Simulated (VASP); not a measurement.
# RbHg (P4/mmm) in VASP: single point with PBE

Aim: the single point of RbHg with PBE.

Everything below comes from runs of VASP 6.6.1. Logs are shortened: lines on timing, memory, paths and dates and some standing lists are left out, and cuts for length are marked.

## (1) The cell of the first run

The structure is tetragonal, space group P4/mmm (No. 123). The conventional cell has a = 4.264 Å, b = 4.264 Å, c = 7.474 Å, α = 90.00°, β = 90.00°, γ = 90.00°. Rb (site symmetry 4/mmm) has 2 Hg at 3.74 Å and 4 Rb at 4.26 Å within 4.9 Å. Within 4.9 Å of Hg (site symmetry 4/mmm) lie 2 Rb at 3.74 Å and 4 Hg at 4.26 Å.

The cell was built from a structure type or drawn by symmetry, and may not be a known phase.

## (2) Single point, PBE

Contents of INCAR:

```
  PREC = Accurate
  ENCUT = 520
  EDIFF = 1E-6
  ISMEAR = 0
  SIGMA = 0.1
  LREAL = False
  LASPH = True
  NELM = 60
  ALGO = Fast
  ISIF = 2
  LWAVE = False
  LCHARG = True
  GGA = PE
  LELF = True
  LVHAR = True
  NBANDS = 18
```

Contents of KPOINTS:

```
regular mesh
0
Gamma
  14 14 8
```

Contents of POSCAR:

```
RbHg
1.0
    4.2644916255      0.0000000000      0.0000000000
    0.0000000000      4.2644916255      0.0000000000
    0.0000000000      0.0000000000      7.4744636998
Rb Hg
1 1
Direct
    0.5000000000      0.5000000000      0.5000000000
    0.5000000000      0.5000000000      0.0000000000
```

Potentials or basis: VASP PAW PBE potentials, release 64 (Rb_sv, Hg).

Started as:

```
$ cat potpaw_PBE.64/Rb_sv/POTCAR potpaw_PBE.64/Hg/POTCAR > POTCAR
$ mpirun -np 1 vasp_std > vasp.out
```

OUTCAR:

```text
PREC = Accurate
   ENCUT = 520
   EDIFF = 1E-6
   ISMEAR = 0
   LREAL = False
   LASPH = True
   NELM = 60
   ISIF = 2
   GGA = PE

 ion  position               nearest neighbor table
   1  0.500  0.500  0.500-   2 3.74   2 3.74
   2  0.500  0.500  0.000-   1 3.74   1 3.74

  LATTYP: Found a simple tetragonal cell.
 ALAT       =     4.2644916255
 C/A-ratio  =     1.7527209234

  Lattice vectors:

 A1 = (   4.2644916255,   0.0000000000,   0.0000000000)
 A2 = (   0.0000000000,   4.2644916255,   0.0000000000)
 A3 = (   0.0000000000,   0.0000000000,   7.4744636998)

Analysis of symmetry for initial positions (statically):
=====================================================================
 Subroutine PRICEL returns:
 Original cell was already a primitive cell.

 Routine SETGRP: Setting up the symmetry group for a
 simple tetragonal supercell.

 Subroutine GETGRP returns: Found 16 space group operations
 (whereof 16 operations were pure point group operations)
 out of a pool of 16 trial point group operations.

The static configuration has the point symmetry D_4h.

Analysis of symmetry for dynamics (positions and initial velocities):
=====================================================================
 Subroutine PRICEL returns:
 Original cell was already a primitive cell.

 Routine SETGRP: Setting up the symmetry group for a
 simple tetragonal supercell.

 Subroutine GETGRP returns: Found 16 space group operations
 (whereof 16 operations were pure point group operations)
 out of a pool of 16 trial point group operations.

The dynamic configuration has the point symmetry D_4h.

 Subroutine INISYM returns: Found 16 space group operations
 (whereof 16 operations are pure point group operations),
 and found     1 'primitive' translations

----------------------------------------------------------------------------------------

                                     Primitive cell

  volume of cell :     135.9298

  direct lattice vectors                    reciprocal lattice vectors
     4.264491625  0.000000000  0.000000000     0.234494540  0.000000000  0.000000000
     0.000000000  4.264491625  0.000000000     0.000000000  0.234494540  0.000000000
     0.000000000  0.000000000  7.474463700     0.000000000  0.000000000  0.133788863

  length of vectors
     4.264491625  4.264491625  7.474463700     0.234494540  0.234494540  0.133788863

  position of ions in fractional coordinates (direct lattice)
     0.500000000  0.500000000  0.500000000
     0.500000000  0.500000000  0.000000000

  ion indices of the primitive-cell ions
   primitive index   ion index
                 1           1
                 2           2

----------------------------------------------------------------------------------------

 KPOINTS: regular mesh

Automatic generation of k-mesh.
 Grid dimensions read from file:
 generate k-points for:   14   14    8

 Generating k-lattice:

  Cartesian coordinates                     Fractional coordinates (reciprocal lattice)
     0.016749610  0.000000000  0.000000000     0.071428571  0.000000000  0.000000000
     0.000000000  0.016749610  0.000000000     0.000000000  0.071428571  0.000000000
     0.000000000  0.000000000  0.016723608     0.000000000  0.000000000  0.125000000

  Length of vectors
     0.016749610  0.016749610  0.016723608

  Shift w.r.t. Gamma in fractional coordinates (k-lattice)
     0.000000000  0.000000000  0.000000000

 Subroutine IBZKPT returns following result:
 ===========================================

 Found    180 irreducible k-points:

 Following reciprocal coordinates:
            Coordinates               Weight
  0.000000  0.000000  0.000000      1.000000
  0.071429  0.000000  0.000000      4.000000
  0.142857  0.000000  0.000000      4.000000
  0.214286  0.000000  0.000000      4.000000
  0.285714  0.000000  0.000000      4.000000
  0.357143  0.000000  0.000000      4.000000
[... 16 lines left out ...]
  0.285714  0.214286  0.000000      8.000000
  0.357143  0.214286  0.000000      8.000000
 [... further k-points ...]
   k-points           NKPTS =    180   k-points in BZ     NKDIM =    180   number of bands    NBANDS=     18
   number of dos      NEDOS =    301   number of ions     NIONS =      2
   total plane-waves  NPLWV =  57344
   dimension x,y,z NGX =    32 NGY =   32 NGZ =   56
   dimension x,y,z NGXF=    64 NGYF=   64 NGZF=  112
   ions per type =               1   1
   NGX,Y,Z   is equivalent  to a cutoff of  12.47, 12.47, 12.46 a.u.
   NGXF,Y,Z  is equivalent  to a cutoff of  24.95, 24.95, 24.91 a.u.
 SYSTEM =  unknown system
   PREC   = accura    normal or accurate (medium, high low for compatibility)
   ISTART =      0    job   : 0-new  1-cont  2-samecut
   ICHARG =      2    charge: 1-file 2-atom 10-const
   ISPIN  =      1    spin polarized calculation?
   LNONCOLLINEAR =      F non collinear calculations
   LSORBIT =      F    spin-orbit coupling
   LASPH  =      T    aspherical Exc in radial PAW
   ENCUT  =  520.0 eV  38.22 Ry    6.18 a.u.   7.93  7.93 13.90*2*pi/ulx,y,z
   NELM   =     60;   NELMIN=  2; NELMDL= -5     # of ELM steps
   EDIFF  = 0.1E-05   stopping-criterion for ELM
   LREAL  =      F    real-space projection
   EDIFFG = 0.1E-04   stopping-criterion for IOM
   NSW    =      0    number of steps for IOM
   IBRION =     -1    ionic relax: 0-MD 1-quasi-New 2-CG
   NFREE  =      0    steps in history (QN), initial steepest desc. (CG)
   ISIF   =      2    stress and relaxation
   ISYM   =      2    0-nonsym 1-usesym 2-fastsym
   POTIM  = 0.5000    time-step for ionic-motion
   TEBEG  =    0.0;   TEEND  =   0.0 temperature during run
   PSTRESS=    0.0 pullay stress
   NELECT =      21.0000    total number of electrons
   NUPDOWN=      -1.0000    fix difference up-down
   EMIN   =  10.00;   EMAX   =-10.00  energy-range for DOS
   EFERMI =   0.00;   METHOD = LEGACY
   ISMEAR =     0;   SIGMA  =   0.10  broadening in eV -4-tet -1-fermi 0-gaus
   EFERMI_NEDOS =   21; number of points for ismear=-14 and -15
   IALGO  =     68    algorithm
   IMIX   =      4    mixing-type and parameters
     AMIX     =   0.40;   BMIX     =  1.00
     AMIX_MAG =   1.60;   BMIX_MAG =  1.00
  volume/ion in A,a.u.               =      67.96       458.65
  Fermi-wavevector in a.u.,A,eV,Ry     =   0.878435  1.660002 10.498914  0.771648
  Thomas-Fermi vector in A             =   1.998521
   LORBIT       =      0    0 simple, 1 ext, 2 COOP (PROOUT), +10 PAW based schemes
   GGA     = PE    functional components
   LHFCALC =     F    Hartree Fock is set to
   AEXX    =    0.0000 exact exchange contribution
   IVDW    =     0    specifies the selected vdW correction
   LEPSILON=     F    determine dielectric tensor
   LRPA    =     F    only Hartree local field effects (RPA)
 non-spin polarized calculation
 RMM-DIIS sequential band-by-band and
 Gauss-broadening in eV      SIGMA  =   0.10
  energy-cutoff  :      520.00
  volume of cell :      135.93
 maximum number of plane-waves:      3696
 NGX is ok and might be reduce to    32
   NGX = 15   NGY = 15   NGZ = 27

 number of electron      21.0000003 magnetization

 Free energy of the ion-electron system (eV)
  ---------------------------------------------------
  ext. energy  EPLUGINS =         0.00000000
  ---------------------------------------------------
  free energy    TOTEN  =        -0.96120659 eV

  energy without entropy =       -0.95109554  energy(sigma->0) =       -0.95615107

 E-fermi :   0.1038     XC(G=0):  -6.0812

 val. band max:        0.0915387533   @ k =   0.2857   0.2857   0.5000
 cond. band min:       0.1053014134   @ k =   0.4286   0.0000   0.5000
 fundamental gap:      0.0137626601
 Fermi energy:         0.1037605227

 k-point     1 :       0.0000    0.0000    0.0000
  band No.  band energies     occupation
      1     -28.9728      2.00000
      2     -13.0438      2.00000
      3     -12.9732      2.00000
      4     -12.9732      2.00000
      5      -7.0456      2.00000
      6      -6.9852      2.00000
[... 10 lines left out ...]
     17       5.4239      0.00000
     18       5.4248      0.00000

 k-point     2 :       0.0714    0.0000    0.0000
  band No.  band energies     occupation
      1     -28.9722      2.00000
      2     -13.0424      2.00000
      3     -12.9857      2.00000
      4     -12.9722      2.00000
      5      -7.0436      2.00000
      6      -6.9796      2.00000
[... 10 lines left out ...]
     17       5.1053      0.00000
     18       5.4426      0.00000

 k-point     3 :       0.1429    0.0000    0.0000
  band No.  band energies     occupation
      1     -28.9705      2.00000
      2     -13.0385      2.00000
      3     -13.0205      2.00000
      4     -12.9692      2.00000
      5      -7.0390      2.00000
      6      -6.9631      2.00000
[... 10 lines left out ...]
     17       4.9822      0.00000
     18       5.4963      0.00000

 k-point     4 :       0.2143    0.0000    0.0000
  band No.  band energies     occupation
      1     -28.9680      2.00000
      2     -13.0700      2.00000
      3     -13.0328      2.00000
      4     -12.9648      2.00000
      5      -7.0342      2.00000
      6      -6.9398      2.00000
[... 10 lines left out ...]
     17       5.0672      0.00000
     18       5.6062      0.00000

 k-point     5 :       0.2857    0.0000    0.0000
  band No.  band energies     occupation
      1     -28.9653      2.00000
      2     -13.1240      2.00000
      3     -13.0264      2.00000
      4     -12.9600      2.00000
      5      -7.0302      2.00000
      6      -6.9557      2.00000
[... 10 lines left out ...]
     17       5.1564      0.00000
     18       5.5135      0.00000

 k-point     6 :       0.3571    0.0000    0.0000
  band No.  band energies     occupation
      1     -28.9628      2.00000
      2     -13.1719      2.00000
      3     -13.0206      2.00000
      4     -12.9557      2.00000
      5      -7.0271      2.00000
      6      -6.9698      2.00000
[... 10 lines left out ...]
     17       5.2275      0.00000
     18       5.4982      0.00000

 k-point     7 :       0.4286    0.0000    0.0000
  band No.  band energies     occupation
      1     -28.9611      2.00000
      2     -13.2046      2.00000
      3     -13.0167      2.00000
      4     -12.9527      2.00000
      5      -7.0252      2.00000
      6      -6.9796      2.00000
[... 10 lines left out ...]
     17       5.2931      0.00000
     18       5.5958      0.00000

 k-point     8 :       0.5000    0.0000    0.0000
  band No.  band energies     occupation
      1     -28.9605      2.00000
      2     -13.2162      2.00000
      3     -13.0152      2.00000
      4     -12.9516      2.00000
      5      -7.0245      2.00000
      6      -6.9831      2.00000
[... 10 lines left out ...]
     17       5.3220      0.00000
     18       5.6408      0.00000
[... 229 lines left out ...]
     17       4.6250      0.00000
     18       5.0722      0.00000

 k-point    20 :       0.4286    0.1429    0.0000
  band No.  band energies     occupation
      1     -28.9588      2.00000
      2     -13.1983      2.00000
      3     -13.0117      2.00000
      4     -12.9975      2.00000
      5      -7.0115      2.00000
      6      -6.9775      2.00000
[... 10 lines left out ...]
     17       4.6518      0.00000
     18       5.1717      0.00000

 k-point    21 :       0.5000    0.1429    0.0000
  band No.  band energies     occupation
      1     -28.9582      2.00000
      2     -13.2098      2.00000
      3     -13.0103      2.00000
      4     -12.9963      2.00000
      5      -7.0107      2.00000
      6      -6.9810      2.00000
[... 10 lines left out ...]
     17       4.5966      0.00000
     18       5.2152      0.00000

 k-point    22 :       0.2143    0.2143    0.0000
  band No.  band energies     occupation
      1     -28.9633      2.00000
      2     -13.0634      2.00000
      3     -13.0558      2.00000
      4     -13.0220      2.00000
      5      -7.0147      2.00000
      6      -6.9383      2.00000
[... 10 lines left out ...]
     17       4.1771      0.00000
     18       4.2351      0.00000

 k-point    23 :       0.2857    0.2143    0.0000
  band No.  band energies     occupation
      1     -28.9605      2.00000
      2     -13.1128      2.00000
      3     -13.0534      2.00000
      4     -13.0159      2.00000
      5      -7.0077      2.00000
      6      -6.9522      2.00000
[... 10 lines left out ...]
     17       4.1096      0.00000
     18       4.3355      0.00000

 k-point    24 :       0.3571    0.2143    0.0000
  band No.  band energies     occupation
      1     -28.9581      2.00000
      2     -13.1596      2.00000
      3     -13.0482      2.00000
      4     -13.0103      2.00000
      5      -7.0027      2.00000
      6      -6.9659      2.00000
[... 10 lines left out ...]
     17       4.3137      0.00000
     18       4.5109      0.00000

 [... further k-points ...]

------------------------ aborting loop because EDIFF is reached ----------------------------------------

  FORCE on cell =-STRESS in cart. coord.  units (eV):
  Direction    XX          YY          ZZ          XY          YZ          ZX
  --------------------------------------------------------------------------------------
  -------------------------------------------------------------------------------------
  Total       -0.0052951     -0.0052951     -0.0270657      0.0000000      0.0000000      0.0000000
  in kB       -0.0624120     -0.0624120     -0.3190185      0.0000000      0.0000000      0.0000000
  external PRESSURE =      -0.1479475 kB  Pullay stress =       0.0000000 kB

 VOLUME and BASIS-vectors are now :
 -----------------------------------------------------------------------------
  energy-cutoff  :      520.00
  volume of cell :      135.93
      direct lattice vectors                 reciprocal lattice vectors
     4.264491625  0.000000000  0.000000000     0.234494540  0.000000000  0.000000000
     0.000000000  4.264491625  0.000000000     0.000000000  0.234494540  0.000000000
     0.000000000  0.000000000  7.474463700     0.000000000  0.000000000  0.133788863

 POSITION                                       TOTAL-FORCE (eV/Angst)
 -----------------------------------------------------------------------------------
      2.13225      2.13225      3.73723         0.000000      0.000000      0.000000
      2.13225      2.13225      0.00000         0.000000      0.000000      0.000000
 -----------------------------------------------------------------------------------
    total drift:                                0.000000     -0.000000     -0.000000

  FREE ENERGIE OF THE ION-ELECTRON SYSTEM (eV)
  ---------------------------------------------------
  free  energy   TOTEN  =        -0.9612065924 eV

  energy  without entropy=       -0.9510955435  energy(sigma->0) =       -0.95615107
```

Wall time 8.8 min (1 thread of AMD EPYC 7R43 (Zen 3), shared host); peak memory 0.52 GiB.

Results:

```yaml
Free_energy: -0.9612 eV
Pressure: 0.0 GPa
Band_gap_on_the_k_mesh: zero (an odd number of electrons rules out a gap without spin polarisation)
```

Caveat: spin-orbit coupling is left out, which moves the levels of the heavy elements.
